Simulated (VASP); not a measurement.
# Cu (I4/mmm) in VASP: further runs

Cu is run at these levels: PBE; tasks: single point.

All numbers are computed with VASP 6.6.1; they aren't measurements. Logs are shortened: lines on timing, memory, paths and dates and some standing lists are left out, and cuts for length are marked.

## 1. The cell of the first run

The structure is tetragonal, space group I4/mmm (No. 139). The conventional cell has a = 2.628 Å, b = 2.628 Å, c = 3.420 Å, α = 90.00°, β = 90.00°, γ = 90.00°. Within 3.3 Å of Cu (site symmetry 4/mmm) lie 12 Cu at 2.53 to 2.63 Å.

## 2. Single point, PBE

The input, INCAR:

```
SYSTEM = Cu
PREC = Accurate
ENCUT = 520
EDIFF = 1E-6
ISMEAR = 0
SIGMA = 0.15
LREAL = .False.
LASPH = .True.
NELM = 100
ALGO = Fast
ISIF = 2
LWAVE = .False.
LCHARG = .False.
GGA = PE
NBANDS = 12
```

The input, KPOINTS:

```
Automatic mesh
0
Gamma
  24 24 24
  0 0 0
```

The input, POSCAR:

```
Cu
1.0
    0.0000000000      1.8584420788      1.7097667125
    1.8584420788      0.0000000000      1.7097667125
    1.8584420788      1.8584420788      0.0000000000
Cu
1
Direct
    0.0000000000      0.0000000000      0.0000000000
```

Potentials or basis: VASP PAW PBE potentials, release 64 (Cu).

Started as:

```console
cat potpaw_PBE.64/Cu/POTCAR > POTCAR
mpirun -np 1 vasp_std > vasp.out
```

OUTCAR:

```text
SYSTEM = Cu
   PREC = Accurate
   ENCUT = 520
   EDIFF = 1E-6
   ISMEAR = 0
   LREAL = .False.
   LASPH = .True.
   NELM = 100
   ISIF = 2
   GGA = PE

 ion  position               nearest neighbor table
   1  0.000  0.000  0.000-

  LATTYP: Found a body centered tetragonal cell.
 ALAT       =     2.6282339927
 C/A-ratio  =     1.3010764774

  Lattice vectors:

 A1 = (   0.0000000000,  -1.8584420788,  -1.7097667125)
 A2 = (   0.0000000000,   1.8584420788,  -1.7097667125)
 A3 = (   1.8584420788,   0.0000000000,   1.7097667125)

Analysis of symmetry for initial positions (statically):
=====================================================================
 Subroutine PRICEL returns:
 Original cell was already a primitive cell.

 Routine SETGRP: Setting up the symmetry group for a
 body centered tetragonal supercell.

 Subroutine GETGRP returns: Found 16 space group operations
 (whereof 16 operations were pure point group operations)
 out of a pool of 16 trial point group operations.

The static configuration has the point symmetry D_4h.

Analysis of symmetry for dynamics (positions and initial velocities):
=====================================================================
 Subroutine PRICEL returns:
 Original cell was already a primitive cell.

 Routine SETGRP: Setting up the symmetry group for a
 body centered tetragonal supercell.

 Subroutine GETGRP returns: Found 16 space group operations
 (whereof 16 operations were pure point group operations)
 out of a pool of 16 trial point group operations.

The dynamic configuration has the point symmetry D_4h.

 Subroutine INISYM returns: Found 16 space group operations
 (whereof 16 operations are pure point group operations),
 and found     1 'primitive' translations

----------------------------------------------------------------------------------------

                                     Primitive cell

  volume of cell :      11.8104

  direct lattice vectors                    reciprocal lattice vectors
     0.000000000  1.858442079  1.709766713    -0.269042552  0.269042552  0.292437557
     1.858442079  0.000000000  1.709766713     0.269042552 -0.269042552  0.292437557
     1.858442079  1.858442079  0.000000000     0.269042552  0.269042552 -0.292437557

  length of vectors
     2.525293878  2.525293878  2.628233993     0.479882813  0.479882813  0.479882813

  position of ions in fractional coordinates (direct lattice)
     0.000000000  0.000000000  0.000000000

  ion indices of the primitive-cell ions
[... 77 lines left out ...]
   NSW    =      0    number of steps for IOM
   IBRION =     -1    ionic relax: 0-MD 1-quasi-New 2-CG
   NFREE  =      0    steps in history (QN), initial steepest desc. (CG)
   ISIF   =      2    stress and relaxation
   ISYM   =      2    0-nonsym 1-usesym 2-fastsym
   POTIM  = 0.5000    time-step for ionic-motion
   TEBEG  =    0.0;   TEEND  =   0.0 temperature during run
   PSTRESS=    0.0 pullay stress
   NELECT =      11.0000    total number of electrons
   NUPDOWN=      -1.0000    fix difference up-down
   EMIN   =  10.00;   EMAX   =-10.00  energy-range for DOS
   EFERMI =   0.00;   METHOD = LEGACY
   ISMEAR =     0;   SIGMA  =   0.15  broadening in eV -4-tet -1-fermi 0-gaus
   EFERMI_NEDOS =   21; number of points for ismear=-14 and -15
   IALGO  =     68    algorithm
   IMIX   =      4    mixing-type and parameters
     AMIX     =   0.40;   BMIX     =  1.00
     AMIX_MAG =   1.60;   BMIX_MAG =  1.00
  volume/ion in A,a.u.               =      11.81        79.70
  Fermi-wavevector in a.u.,A,eV,Ry     =   1.598763  3.021224 34.777078  2.556043
  Thomas-Fermi vector in A             =   2.696162
   LORBIT       =      0    0 simple, 1 ext, 2 COOP (PROOUT), +10 PAW based schemes
   GGA     = PE    functional components
   LHFCALC =     F    Hartree Fock is set to
   AEXX    =    0.0000 exact exchange contribution
   IVDW    =     0    specifies the selected vdW correction
   LEPSILON=     F    determine dielectric tensor
   LRPA    =     F    only Hartree local field effects (RPA)
 non-spin polarized calculation
 RMM-DIIS sequential band-by-band and
 Gauss-broadening in eV      SIGMA  =   0.15
  energy-cutoff  :      520.00
  volume of cell :       11.81
 maximum number of plane-waves:       330
   NGX =  9   NGY =  9   NGZ =  9

 number of electron      11.0000010 magnetization

 Free energy of the ion-electron system (eV)
  ---------------------------------------------------
  ext. energy  EPLUGINS =         0.00000000
  ---------------------------------------------------
  free energy    TOTEN  =        -3.72080509 eV

  energy without entropy =       -3.71742336  energy(sigma->0) =       -3.71911422

 E-fermi :   7.5969     XC(G=0): -12.7256

 val. band max:        7.5676537562   @ k =  -0.1667   0.3333   0.2500
 cond. band min:       7.5982293445   @ k =  -0.4167   0.1250   0.0000
 fundamental gap:      0.0305755884
 Fermi energy:         7.5969138405

 k-point     1 :       0.0000    0.0000    0.0000
  band No.  band energies     occupation
      1      -1.7646      2.00000
      2       4.4492      2.00000
      3       4.4492      2.00000
      4       4.8187      2.00000
      5       5.1725      2.00000
      6       5.5459      2.00000
      7      30.3159      0.00000
      8      32.7718      0.00000
      9      32.7718      0.00000
     10      33.1570      0.00000
     11      35.2555      0.00000
     12      35.4965      0.00000
[... 331 lines left out ...]
 k-point    24 :       0.4583    0.0417    0.0000
  band No.  band energies     occupation
      1       2.4938      2.00000
      2       4.3588      2.00000
      3       4.7272      2.00000
      4       5.4912      2.00000
      5       6.0145      2.00000
      6       6.5004      2.00000
      7      12.1242      0.00000
      8      27.6594      0.00000
      9      27.6961      0.00000
     10      31.6756      0.00000
     11      32.5096      0.00000
     12      33.9735      0.00000

 [... further k-points ...]
[... 5 lines left out ...]
  --------------------------------------------------------------------------------------
  -------------------------------------------------------------------------------------
  Total        0.0979502      0.0979502      0.3418393      0.0000000      0.0000000      0.0000000
  in kB       13.2877373     13.2877373     46.3732606      0.0000000      0.0000000      0.0000000
  external PRESSURE =      24.3162451 kB  Pullay stress =       0.0000000 kB

 VOLUME and BASIS-vectors are now :
 -----------------------------------------------------------------------------
  energy-cutoff  :      520.00
  volume of cell :       11.81
      direct lattice vectors                 reciprocal lattice vectors
     0.000000000  1.858442079  1.709766713    -0.269042552  0.269042552  0.292437557
     1.858442079  0.000000000  1.709766713     0.269042552 -0.269042552  0.292437557
     1.858442079  1.858442079  0.000000000     0.269042552  0.269042552 -0.292437557

 POSITION                                       TOTAL-FORCE (eV/Angst)
 -----------------------------------------------------------------------------------
      0.00000      0.00000      0.00000        -0.000000      0.000000      0.000000
 -----------------------------------------------------------------------------------
    total drift:                                0.000000      0.000000      0.000000

  FREE ENERGIE OF THE ION-ELECTRON SYSTEM (eV)
  ---------------------------------------------------
  free  energy   TOTEN  =        -3.7208050901 eV

  energy  without entropy=       -3.7174233558  energy(sigma->0) =       -3.71911422
```

stdout:

```text
POSCAR found type information on POSCAR Cu
 POSCAR found :  1 types and       1 ions
 scaLAPACK will be used
 LDA part: xc-table for (Slater+PW92), standard interpolation
 POSCAR, INCAR and KPOINTS ok, starting setup
 FFT: planning ... GRIDC
 FFT: planning ... GRID_SOFT
 FFT: planning ... GRID
 WAVECAR not read
 entering main loop
WARNING in EDDRMM: call to ZHEGV failed, returncode =   6  3     11
WARNING in EDDRMM: call to ZHEGV failed, returncode =   6  3     10
WARNING in EDDRMM: call to ZHEGV failed, returncode =   6  3     10
```

Run time: 2.1 min. Hardware: 1 thread of Intel Xeon 6975P-C (Granite Rapids), shared host; peak memory 0.25 GiB.

What came out:

```
Free energy : -3.7208 eV
Pressure    : 2.4 GPa
```

Stress tensor (GPa, compression positive):
```
1.33 0.00 0.00
0.00 1.33 0.00
0.00 0.00 4.64
```

Levels at points of the mesh, in eV from the Fermi level:
| k point | band 3 | band 4 | band 5 | band 6 | band 7 | band 8 | band 9 | band 10 |
| --- | --- | --- | --- | --- | --- | --- | --- | --- |
| (0.00, 0.00, 0.00) | -3.15 | -2.78 | -2.42 | -2.05 | 22.72 | 25.17 | 25.17 | 25.56 |
| (0.50, 0.00, 0.00) | -2.86 | -1.74 | -1.56 | -0.99 | 3.78 | 20.24 | 20.75 | 23.99 |
| (0.50, 0.50, 0.00) | -1.67 | -1.49 | -1.49 | 2.77 | 8.62 | 11.79 | 11.79 | 16.50 |
| (0.50, 0.00, 0.50) | -1.69 | -1.64 | -1.41 | 0.92 | 6.39 | 13.77 | 13.88 | 18.19 |

## 3. Single point, PBE

This run uses another cell than the first one, of the same volume but with other edges.

The input, INCAR:

```
ALGO = Fast
EDIFF = 1E-7
ENCUT = 520
GGA = PE
ISIF = 2
ISMEAR = 0
LASPH = True
LCHARG = False
LREAL = False
LWAVE = False
NBANDS = 12
NELM = 60
PREC = Accurate
SIGMA = 0.15
```

The input, KPOINTS:

```
k-points
0
Gamma
  24 24 24
```

The input, POSCAR:

```
Cu
1.0
    0.0000000000      1.5789966900      2.3684950350
    1.5789966900      0.0000000000      2.3684950350
    1.5789966900      1.5789966900      0.0000000000
Cu
1
Direct
    0.0000000000      0.0000000000      0.0000000000
```

Potentials or basis: VASP PAW PBE potentials, release 64 (Cu).

Started as:

```console
cat potpaw_PBE.64/Cu/POTCAR > POTCAR
mpirun -np 1 vasp_std > vasp.out
```

OUTCAR:

```text
EDIFF = 1E-7
   ENCUT = 520
   GGA = PE
   ISIF = 2
   ISMEAR = 0
   LASPH = True
   LREAL = False
   NELM = 60
   PREC = Accurate

 ion  position               nearest neighbor table
   1  0.000  0.000  0.000-

  LATTYP: Found a body centered tetragonal cell.
 ALAT       =     2.2330385339
 C/A-ratio  =     2.1213203436

  Lattice vectors:

 A1 = (  -1.5789966900,   0.0000000000,   2.3684950350)
 A2 = (   1.5789966900,   0.0000000000,   2.3684950350)
 A3 = (   0.0000000000,   1.5789966900,  -2.3684950350)

Analysis of symmetry for initial positions (statically):
=====================================================================
 Subroutine PRICEL returns:
 Original cell was already a primitive cell.

 Routine SETGRP: Setting up the symmetry group for a
 body centered tetragonal supercell.

 Subroutine GETGRP returns: Found 16 space group operations
 (whereof 16 operations were pure point group operations)
 out of a pool of 16 trial point group operations.

The static configuration has the point symmetry D_4h.

Analysis of symmetry for dynamics (positions and initial velocities):
=====================================================================
 Subroutine PRICEL returns:
 Original cell was already a primitive cell.

 Routine SETGRP: Setting up the symmetry group for a
 body centered tetragonal supercell.

 Subroutine GETGRP returns: Found 16 space group operations
 (whereof 16 operations were pure point group operations)
 out of a pool of 16 trial point group operations.

The dynamic configuration has the point symmetry D_4h.

 Subroutine INISYM returns: Found 16 space group operations
 (whereof 16 operations are pure point group operations),
 and found     1 'primitive' translations

----------------------------------------------------------------------------------------

                                     Primitive cell

[... 110 lines left out ...]
  Fermi-wavevector in a.u.,A,eV,Ry     =   1.598763  3.021224 34.777078  2.556043
  Thomas-Fermi vector in A             =   2.696162
   LORBIT       =      0    0 simple, 1 ext, 2 COOP (PROOUT), +10 PAW based schemes
   GGA     = PE    functional components
   LHFCALC =     F    Hartree Fock is set to
   AEXX    =    0.0000 exact exchange contribution
   IVDW    =     0    specifies the selected vdW correction
   LEPSILON=     F    determine dielectric tensor
   LRPA    =     F    only Hartree local field effects (RPA)
 non-spin polarized calculation
 RMM-DIIS sequential band-by-band and
 Gauss-broadening in eV      SIGMA  =   0.15
  energy-cutoff  :      520.00
  volume of cell :       11.81
 maximum number of plane-waves:       332
 NGX is ok and might be reduce to    24

 number of electron      11.0000001 magnetization

 Free energy of the ion-electron system (eV)
  ---------------------------------------------------
  ext. energy  EPLUGINS =         0.00000000
  ---------------------------------------------------
  free energy    TOTEN  =        -3.24858551 eV

  energy without entropy =       -3.24555151  energy(sigma->0) =       -3.24706851

 E-fermi :   7.5839     XC(G=0): -12.6705

 val. band max:        7.5753555800   @ k =  -0.4583   0.3333   0.0000
 cond. band min:       7.6065691387   @ k =  -0.2917   0.0417   0.2500
 fundamental gap:      0.0312135587
 Fermi energy:         7.5838790833

 k-point     1 :       0.0000    0.0000    0.0000
  band No.  band energies     occupation
      1      -1.7266      2.00000
      2       3.1187      2.00000
      3       3.9607      2.00000
      4       5.4780      2.00000
      5       5.4780      2.00000
      6       6.1990      2.00000
      7      24.5038      0.00000
      8      29.3826      0.00000
      9      33.0666      0.00000
     10      34.7366      0.00000
     11      34.7366      0.00000
     12      35.6362      0.00000
[... 331 lines left out ...]
 k-point    24 :       0.4583    0.0417    0.0000
  band No.  band energies     occupation
      1       2.5589      2.00000
      2       3.5627      2.00000
      3       5.2367      2.00000
      4       5.7570      2.00000
      5       5.9136      2.00000
      6       6.3539      2.00000
      7      13.4436      0.00000
      8      19.6798      0.00000
      9      26.9448      0.00000
     10      35.4729      0.00000
     11      36.3330      0.00000
     12      41.5769      0.00000

 [... further k-points ...]
[... 5 lines left out ...]
  --------------------------------------------------------------------------------------
  -------------------------------------------------------------------------------------
  Total        2.8755612      2.8755612     -1.5430300      0.0000000      0.0000000      0.0000000
  in kB      390.0931144    390.0931144   -209.3244902      0.0000000      0.0000000      0.0000000
  external PRESSURE =     190.2872462 kB  Pullay stress =       0.0000000 kB

 VOLUME and BASIS-vectors are now :
 -----------------------------------------------------------------------------
  energy-cutoff  :      520.00
  volume of cell :       11.81
      direct lattice vectors                 reciprocal lattice vectors
     0.000000000  1.578996690  2.368495035    -0.316656775  0.316656775  0.211104517
     1.578996690  0.000000000  2.368495035     0.316656775 -0.316656775  0.211104517
     1.578996690  1.578996690  0.000000000     0.316656775  0.316656775 -0.211104517

 POSITION                                       TOTAL-FORCE (eV/Angst)
 -----------------------------------------------------------------------------------
      0.00000      0.00000      0.00000         0.000000      0.000000      0.000000
 -----------------------------------------------------------------------------------
    total drift:                               -0.000000      0.000000     -0.000000

  FREE ENERGIE OF THE ION-ELECTRON SYSTEM (eV)
  ---------------------------------------------------
  free  energy   TOTEN  =        -3.2485855060 eV

  energy  without entropy=       -3.2455515078  energy(sigma->0) =       -3.24706851
```

OSZICAR:

```text
N       E                     dE             d eps       ncg     rms          rms(c)
DAV:   1     0.432170362659E+02    0.43217E+02   -0.54011E+03 28416   0.153E+03
DAV:   2    -0.264243397292E+01   -0.45859E+02   -0.42582E+02 26292   0.204E+02
DAV:   3    -0.402612145612E+01   -0.13837E+01   -0.13728E+01 29612   0.402E+01
DAV:   4    -0.403482221410E+01   -0.87008E-02   -0.86994E-02 28848   0.285E+00
DAV:   5    -0.403490799296E+01   -0.85779E-04   -0.85779E-04 30064   0.287E-01    0.720E+00
RMM:   6    -0.353137604204E+01    0.50353E+00   -0.24832E+00 31934   0.293E+01    0.380E+00
RMM:   7    -0.326326044688E+01    0.26812E+00   -0.32694E-01 31781   0.104E+01    0.969E-01
RMM:   8    -0.324917982332E+01    0.14081E-01   -0.98839E-03 32573   0.110E+00    0.180E-01
RMM:   9    -0.324853682722E+01    0.64300E-03   -0.18383E-03 34078   0.733E-01    0.274E-02
RMM:  10    -0.324857927952E+01   -0.42452E-04   -0.40675E-04 34289   0.269E-01    0.203E-02
RMM:  11    -0.324858316063E+01   -0.38811E-05   -0.72559E-05 36412   0.827E-02    0.351E-03
RMM:  12    -0.324858542052E+01   -0.22599E-05   -0.13079E-05 36044   0.323E-02    0.183E-03
RMM:  13    -0.324858530090E+01    0.11962E-06   -0.90535E-07 29712   0.917E-03    0.921E-04
RMM:  14    -0.324858548760E+01   -0.18670E-06   -0.26193E-07 24234   0.486E-03    0.138E-04
RMM:  15    -0.324858550599E+01   -0.18392E-07   -0.46638E-08 20496   0.217E-03
   1 F= -.32485855E+01 E0= -.32470685E+01  d E =-.303400E-02
```

stdout:

```text
POSCAR found type information on POSCAR Cu
 POSCAR found :  1 types and       1 ions
 scaLAPACK will be used
 LDA part: xc-table for (Slater+PW92), standard interpolation
 POSCAR, INCAR and KPOINTS ok, starting setup
 FFT: planning ... GRIDC
 FFT: planning ... GRID_SOFT
 FFT: planning ... GRID
 WAVECAR not read
 entering main loop
WARNING in EDDRMM: call to ZHEGV failed, returncode =   8  4     11
WARNING in EDDRMM: call to ZHEGV failed, returncode =   6  3      9
WARNING in EDDRMM: call to ZHEGV failed, returncode =   6  3      9
WARNING in EDDRMM: call to ZHEGV failed, returncode =   6  3     11
WARNING in EDDRMM: call to ZHEGV failed, returncode =   8  4      9
WARNING in EDDRMM: call to ZHEGV failed, returncode =   8  4     11
WARNING in EDDRMM: call to ZHEGV failed, returncode =   6  3      9
WARNING in EDDRMM: call to ZHEGV failed, returncode =   6  3      9
WARNING in EDDRMM: call to ZHEGV failed, returncode =   8  4     10
WARNING in EDDRMM: call to ZHEGV failed, returncode =   6  3      9
WARNING in EDDRMM: call to ZHEGV failed, returncode =   6  3     10
WARNING in EDDRMM: call to ZHEGV failed, returncode =   8  4     12
WARNING in EDDRMM: call to ZHEGV failed, returncode =   6  3     10
```

Wall time 2.2 min (1 thread of Intel Xeon 6975P-C (Granite Rapids), shared host); peak memory 0.26 GiB.

Results:

* Free energy: -3.2486 eV
* Pressure: 19.0 GPa
